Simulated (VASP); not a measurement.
Write the native input for VASP 6.6.1 that does the following.

| Property | Result |
| --- | --- |
| Task | single point |
| Functional | LDA |
| Potentials or basis | VASP PAW LDA potentials, release 64 (Ca_sv, O) |
| Cutoff | 520 eV |
| k mesh | 8 × 8 × 8 |
| Occupations | gaussian, width 0.05 eV |
| Spin | no spin polarisation |
| Dipole correction | no |
| Further INCAR settings | ALGO = Normal; EDIFF = 1e-07; NBANDS = 15 |

The structure of CaO lies in POSCAR:

```
CaO
1.0
    0.0000000000      2.4857350000      2.5224700000
    2.4857350000      0.0000000000      2.5224700000
    2.4857350000      2.4857350000      0.0000000000
Ca O
1 1
Direct
    0.0000000000      0.0000000000      0.0000000000
    0.5000000000      0.5000000000      0.5000000000
```

This cell differs from its parent crystal: strain +0.015 along x and y, +0.030 along z.

These files were run (other wordings do the same):

INCAR

```
SYSTEM = CaO
PREC = Accurate ; ENCUT = 520
EDIFF = 1E-7 ; ISMEAR = 0
SIGMA = 0.05 ; LREAL = .False.
LASPH = .True. ; NELM = 80
ALGO = Normal ; ISIF = 2
LWAVE = .False. ; LCHARG = .False.
GGA = CA ; NBANDS = 15
```

KPOINTS

```
regular mesh
0
Gamma
  8 8 8
  0 0 0
```

Potentials or basis: VASP PAW LDA potentials, release 64 (Ca_sv, O).

Launch:

```bash
$ cat potpaw_LDA.64/Ca_sv/POTCAR potpaw_LDA.64/O/POTCAR > POTCAR
$ mpirun -np 1 vasp_std > vasp.out
```

Results of the run:

| Property | Result |
| --- | --- |
| Pressure | -15.0 GPa |
| Band gap on the k mesh | 3.46 eV, indirect (least direct gap 3.68 eV) |

Caveat: the cell differs from its parent crystal (strain +0.015 along x and y, +0.030 along z).

Run time: 21 s on 1 thread of Intel(R) Xeon(R) Platinum 8488C (Sapphire Rapids) (shared host), peak memory 0.15 GiB.
